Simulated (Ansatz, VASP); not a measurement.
# Two plane-wave programs on NaSrYWO6

```
Na Sr Y W O
1.0
     0.00000    4.17202    4.17202
     4.17202    0.00000    4.17202
     4.17202    4.17202    0.00000
Na Sr Y W O
1 1 1 1 6
Direct
  0.25000 0.25000 0.25000
  0.75000 0.75000 0.75000
  0.50000 0.50000 0.50000
  0.00000 0.00000 0.00000
  0.76667 0.23333 0.23333
  0.23333 0.76667 0.76667
  0.76667 0.76667 0.23333
  0.23333 0.23333 0.76667
  0.23333 0.76667 0.23333
  0.76667 0.23333 0.76667
```

Alike in both runs: task relaxation of cell and atoms; functional PBE; k mesh 6 × 6 × 6; occupations gaussian, width 0.02 eV; no spin polarisation.

|  | VASP | Ansatz |
| --- | --- | --- |
| version | VASP 6.6.1 | Ansatz 0.2.0 |
| potentials or method | VASP PAW PBE potentials, release 64 (Na_pv, Sr_sv, Y_sv, W_sv, O), cutoff 600 eV | scalar-relativistic, plane waves, PAW |
| valence electrons in the cell | 78 | 80 |

|  | VASP | Ansatz | Ansatz less VASP |
| --- | --- | --- | --- |
| gap on the k mesh at the Fermi level, each at its own relaxed structure (eV) | 2.50 | 2.53 | +0.032 |
| relaxed volume (Å³/atom) | 14.27 | 14.26 | -0.015 |
| relaxed length of the cell vector where the two differ most in proportion (Å) | 5.866 | 5.864 | -0.0021 |

VASP's potentials hold 78 valence electrons a cell and Ansatz's 80, so a difference there can come from the potentials and not from the codes.

Neither program's run includes spin-orbit coupling.
